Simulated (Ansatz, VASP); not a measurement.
InGa2N3 in VASP and in Ansatz

```
CELL_PARAMETERS angstrom
5.00434 -2.88652 0.00000
5.00434 2.88652 0.00000
0.00000 0.00000 5.39030
ATOMIC_POSITIONS crystal
In 0.32527 0.67473 0.98970
In 0.67473 0.32527 0.48970
Ga 0.00709 0.33385 0.99257
Ga 0.66615 0.99291 0.99257
Ga 0.99291 0.66615 0.49257
Ga 0.33385 0.00709 0.49257
N 0.02683 0.33368 0.35888
N 0.66632 0.97318 0.35888
N 0.97318 0.66632 0.85888
N 0.33368 0.02683 0.85888
N 0.30745 0.69256 0.39539
N 0.69256 0.30745 0.89539
```

Alike in both runs: task single point; functional PBE; k mesh 6 × 6 × 6; occupations gaussian, width 0.05 eV; no spin polarisation.

```csv
,VASP,Ansatz
version,VASP 6.6.1,Ansatz 0.2.0
potentials or method,"VASP PAW PBE potentials, release 64 (In_d, Ga_d, N), cutoff 520 eV","scalar-relativistic, plane waves, PAW"
valence electrons in the cell,108,108
```

VASP gave:

```
gap on the k mesh at the Fermi level (eV) : 0.89
pressure (GPa)                            : 0.7
rms of the force components (eV/Å)        : 0.009
```

Problem. Estimate Ansatz's values.

Solution. gap on the k mesh at the Fermi level (eV): 0.90; pressure (GPa): 0.6; rms of the force components (eV/Å): 0.015.

Atom by atom the forces differ by 0.005 eV/Å (rms over components).
